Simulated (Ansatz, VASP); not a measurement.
**One calculation of Sn3Se, two programs**

POSCAR

```
Sn3Se
1.0
    0.0000000000      3.7080826276      3.7080826276
    3.7080826276      0.0000000000      3.7080826276
    3.7080826276      3.7080826276      0.0000000000
Sn Se
3 1
Direct
    0.5000000000      0.5000000000      0.5000000000
    0.7500000000      0.7500000000      0.7500000000
    0.2500000000      0.2500000000      0.2500000000
    0.0000000000      0.0000000000      0.0000000000
```

The input INCAR.step1:

```
SYSTEM = Sn3Se
ALGO = Normal
EDIFF = 1E-4
ENCUT = 520
GGA = PE
ISMEAR = -1
LASPH = .True.
LCHARG = .False.
LREAL = .False.
LWAVE = .True.
NBANDS = 32
NELM = 80
PREC = Accurate
SIGMA = 0.05
```

INCAR.step2

```
SYSTEM = Sn3Se
ALGO = Normal
EDIFF = 1E-6
ENCUT = 520
ISIF = 2
ISMEAR = -1
ISTART = 1
LASPH = .True.
LCHARG = .False.
LMIXTAU = .True.
LREAL = .False.
LWAVE = .False.
METAGGA = R2SCAN
NBANDS = 32
NELM = 80
PREC = Accurate
SIGMA = 0.05
```

Contents of KPOINTS:

```
k-points
0
Gamma
  6 6 6
  0 0 0
```

input.yaml

```yaml
crystal:
  lattice:
    - [0.0, 3.7080826276, 3.7080826276]
    - [3.7080826276, 0.0, 3.7080826276]
    - [3.7080826276, 3.7080826276, 0.0]
  atoms:
    - { symbol: Sn, position: [0.5, 0.5, 0.5] }
    - { symbol: Sn, position: [0.75, 0.75, 0.75] }
    - { symbol: Sn, position: [0.25, 0.25, 0.25] }
    - { symbol: Se, position: [0.0, 0.0, 0.0] }
hamiltonian:
  xc: r2scan
  pseudopotentials: { kind: paw }
kpoints:
  mp_grid: { grid: [6, 6, 6] }
scf:
  occupations: { method: fermi_dirac, width: 0.05 }
output:
  forces: true
  stress: true
  eigenvalues: true
```

Alike in both runs: task single point; functional r2SCAN; k mesh 6 × 6 × 6; occupations fermi-dirac, width 0.05 eV; no spin polarisation.

```csv
,VASP,Ansatz
version,VASP 6.6.1,Ansatz 0.2.0
potentials or method,"VASP PAW PBE potentials, release 64 (Sn_d, Se)",Ansatz PAW
plane-wave cutoff (eV),520,500
valence electrons in the cell,48,58
```

|  | VASP | Ansatz | Ansatz less VASP |
| --- | --- | --- | --- |
| gap on the k mesh at the Fermi level (eV) | none | none | - |
| pressure (GPa) | -0.3 | -0.3 | +0.01 |

VASP's potentials were made for PBE, not for r2SCAN. A gap of «none» marks a metal or a gap that the smearing closes. VASP's potentials hold 48 valence electrons a cell and Ansatz's 58, so a difference there can come from the potentials and not from the codes.
